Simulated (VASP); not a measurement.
# Co (P6_3/mmc) in VASP: single point with PBE

Aim: the single point of Co with PBE.

Everything below comes from runs of VASP 6.6.1. Logs are shortened: lines on timing, memory, paths and dates and some standing lists are left out, and cuts for length are marked.

## (1) The cell of the first run

The structure is hexagonal, space group P6_3/mmc (No. 194). Conventional cell: a = 2.519 Å, b = 2.519 Å, c = 4.091 Å, α = 90.00°, β = 90.00°, γ = 120.00°. Co (site symmetry -6m2) has 12 Co at 2.51 to 2.52 Å within 3.3 Å.

## (2) Single point, PBE, collinear spin, ferromagnetic start

The input, INCAR:

```
SYSTEM = Co
PREC     = Accurate       ! precision mode
ENCUT    = 520            ! plane-wave cutoff, eV
EDIFF    = 1E-6           ! SCF threshold, eV
ISMEAR   = 0              ! smearing method
SIGMA    = 0.15           ! smearing width, eV
LREAL    = .FALSE.        ! projectors in reciprocal space
LASPH    = .TRUE.         ! aspherical terms in the spheres
NELM     = 150            ! most SCF steps
ALGO     = Normal         ! electronic algorithm
ISIF     = 2              ! what is computed and relaxed
LWAVE    = .FALSE.        ! write WAVECAR
LCHARG   = .TRUE.         ! write CHGCAR
ISPIN    = 2              ! spin polarisation
MAGMOM   = 1.85 1.85      ! initial moments
LORBIT   = 11             ! projections on sites
LMAXMIX  = 4              ! l up to which the mixer works
GGA      = PE             ! functional
LELF     = .TRUE.         ! ELF
LVHAR    = .TRUE.       
NBANDS   = 20             ! bands
```

The input, KPOINTS:

```
regular mesh
0
G
  21 21 12
  0 0 0
```

The input, POSCAR:

```
Co
1.0
    2.5190008694      0.0000000000      0.0000000000
   -1.2595004347      2.1815187451      0.0000000000
    0.0000000000      0.0000000000      4.0910000000
Co
2
Direct
    0.3333333333      0.6666666667      0.2500000000
    0.6666666667      0.3333333333      0.7500000000
```

Potentials or basis: VASP PAW PBE potentials, release 64 (Co).

Run with:

```
cat potpaw_PBE.64/Co/POTCAR > POTCAR
mpirun -np 1 vasp_std > vasp.out
```

OUTCAR:

```text
SYSTEM = Co
   PREC = Accurate
   ENCUT = 520
   EDIFF = 1E-6
   ISMEAR = 0
   LREAL = .FALSE.
   LASPH = .TRUE.
   NELM = 150
   ISIF = 2
   ISPIN = 2
   LORBIT = 11
   GGA = PE

 ion  position               nearest neighbor table
   1  0.333  0.667  0.250-   2 2.51   2 2.51   2 2.51   2 2.51   2 2.51   2 2.51
   2  0.667  0.333  0.750-   1 2.51   1 2.51   1 2.51   1 2.51   1 2.51   1 2.51

  LATTYP: Found a hexagonal cell.
 ALAT       =     2.5190008694
 C/A-ratio  =     1.6240566050

  Lattice vectors:

 A1 = (   2.5190008694,   0.0000000000,   0.0000000000)
 A2 = (  -1.2595004347,   2.1815187451,   0.0000000000)
 A3 = (   0.0000000000,   0.0000000000,   4.0910000000)

Analysis of symmetry for initial positions (statically):
=====================================================================
 Subroutine PRICEL returns:
 Original cell was already a primitive cell.

 Routine SETGRP: Setting up the symmetry group for a
 hexagonal supercell.

 Subroutine GETGRP returns: Found 24 space group operations
 (whereof 12 operations were pure point group operations)
 out of a pool of 24 trial point group operations.

The static configuration has the point symmetry D_3d.
 The point group associated with its full space group is D_6h.

Analysis of symmetry for dynamics (positions and initial velocities):
=====================================================================
 Subroutine PRICEL returns:
 Original cell was already a primitive cell.

 Routine SETGRP: Setting up the symmetry group for a
 hexagonal supercell.

 Subroutine GETGRP returns: Found 24 space group operations
 (whereof 12 operations were pure point group operations)
 out of a pool of 24 trial point group operations.

The dynamic configuration has the point symmetry D_3d.
 The point group associated with its full space group is D_6h.

Analysis of structural, dynamic, and magnetic symmetry:
=====================================================================
 Subroutine PRICEL returns:
 Original cell was already a primitive cell.

 Routine SETGRP: Setting up the symmetry group for a
 hexagonal supercell.

 Subroutine GETGRP returns: Found 24 space group operations
 (whereof 12 operations were pure point group operations)
 out of a pool of 24 trial point group operations.

The overall configuration has the point symmetry D_3d.
 The point group associated with its full space group is D_6h.

 Subroutine INISYM returns: Found 24 space group operations
 (whereof 12 operations are pure point group operations),
 and found     1 'primitive' translations
[... 117 lines left out ...]
  Fermi-wavevector in a.u.,A,eV,Ry     =   1.520174  2.872713 31.442115  2.310930
  Thomas-Fermi vector in A             =   2.629061
   LORBIT       =     11    0 simple, 1 ext, 2 COOP (PROOUT), +10 PAW based schemes
   GGA     = PE    functional components
   LHFCALC =     F    Hartree Fock is set to
   AEXX    =    0.0000 exact exchange contribution
   IVDW    =     0    specifies the selected vdW correction
   LEPSILON=     F    determine dielectric tensor
   LRPA    =     F    only Hartree local field effects (RPA)
 spin polarized calculation
 Gauss-broadening in eV      SIGMA  =   0.15
  energy-cutoff  :      520.00
  volume of cell :       22.48
 maximum number of plane-waves:       621
 NGX is ok and might be reduce to    20
   NGX =  9   NGY =  9   NGZ = 15

 number of electron      18.0000005 magnetization       3.2661094

 Free energy of the ion-electron system (eV)
  ---------------------------------------------------
  ext. energy  EPLUGINS =         0.00000000
  ---------------------------------------------------
  free energy    TOTEN  =       -14.06027152 eV

  energy without entropy =      -14.03853756  energy(sigma->0) =      -14.04940454

 E-fermi :   9.7624     XC(G=0): -13.1974

 val. band max:        9.7616170779   @ k =   0.1905   0.1429   0.1667
 cond. band min:       9.7625573115   @ k =   0.1905   0.0000   0.1667
 fundamental gap:      0.0009402337
 Fermi energy:         9.7624294783

 spin component 1

 k-point     1 :       0.0000    0.0000    0.0000
  band No.  band energies     occupation
      1       1.0637      1.00000
      2       4.7910      1.00000
      3       7.1765      1.00000
      4       7.2184      1.00000
      5       7.2184      1.00000
      6       7.5068      1.00000
[... 541 lines left out ...]
     19      34.2292      0.00000
     20      35.1333      0.00000

 [... further k-points ...]

 spin component 2

 k-point     1 :       0.0000    0.0000    0.0000
  band No.  band energies     occupation
      1       1.0501      1.00000
      2       5.7407      1.00000
      3       8.8230      1.00000
      4       8.8788      1.00000
      5       8.8788      1.00000
      6       9.2195      1.00000
[... 541 lines left out ...]
     19      34.4443      0.00000
     20      35.5467      0.00000

 [... further k-points ...]

------------------------ aborting loop because EDIFF is reached ----------------------------------------

  FORCE on cell =-STRESS in cart. coord.  units (eV):
  Direction    XX          YY          ZZ          XY          YZ          ZX
  --------------------------------------------------------------------------------------
  -------------------------------------------------------------------------------------
  Total       -0.9682273     -0.9682273     -1.1376514     -0.0000000     -0.0000000      0.0000000
  in kB      -69.0035057    -69.0035057    -81.0780027     -0.0000000     -0.0000000      0.0000000
  external PRESSURE =     -73.0283380 kB  Pullay stress =       0.0000000 kB

 VOLUME and BASIS-vectors are now :
 -----------------------------------------------------------------------------
  energy-cutoff  :      520.00
  volume of cell :       22.48
      direct lattice vectors                 reciprocal lattice vectors
     2.519000869  0.000000000  0.000000000     0.396982793  0.229198122  0.000000000
    -1.259500435  2.181518745  0.000000000     0.000000000  0.458396244  0.000000000
     0.000000000  0.000000000  4.091000000     0.000000000  0.000000000  0.244439012

 POSITION                                       TOTAL-FORCE (eV/Angst)
 -----------------------------------------------------------------------------------
     -0.00000      1.45435      1.02275         0.000000     -0.000000      0.000000
      1.25950      0.72717      3.06825        -0.000000      0.000000      0.000000
 -----------------------------------------------------------------------------------
    total drift:                               -0.000000      0.000000     -0.000000

  FREE ENERGIE OF THE ION-ELECTRON SYSTEM (eV)
  ---------------------------------------------------
  free  energy   TOTEN  =       -14.0602715163 eV

  energy  without entropy=      -14.0385375578  energy(sigma->0) =      -14.04940454

 total charge

# of ion       s       p       d       tot
------------------------------------------
    1        0.474   0.492   7.240   8.206
    2        0.474   0.492   7.240   8.206
--------------------------------------------------
tot          0.948   0.983  14.480  16.412

 magnetization (x)

# of ion       s       p       d       tot
------------------------------------------
    1       -0.014  -0.053   1.728   1.661
    2       -0.014  -0.053   1.728   1.661
--------------------------------------------------
tot         -0.029  -0.107   3.457   3.321
```

stdout:

```text
POSCAR found type information on POSCAR Co
 POSCAR found :  1 types and       2 ions
 scaLAPACK will be used
 LDA part: xc-table for (Slater+PW92), standard interpolation
 POSCAR, INCAR and KPOINTS ok, starting setup
 FFT: planning ... GRIDC
 FFT: planning ... GRID_SOFT
 FFT: planning ... GRID
 WAVECAR not read
 entering main loop
```

Wall time 3.6 min (1 thread of Intel Xeon Platinum 8259CL at 2.50GHz (Skylake/Cascade Lake), shared host); peak memory 0.31 GiB.

What came out:

- Free energy: -14.0603 eV
- Pressure: -7.3 GPa
- Net moment: 3.27 μB per cell
- Site moments: Co +1.66 μB
- Valence electrons inside the program's atomic spheres: Co 8.21

Caveat: the cell stands under tension.
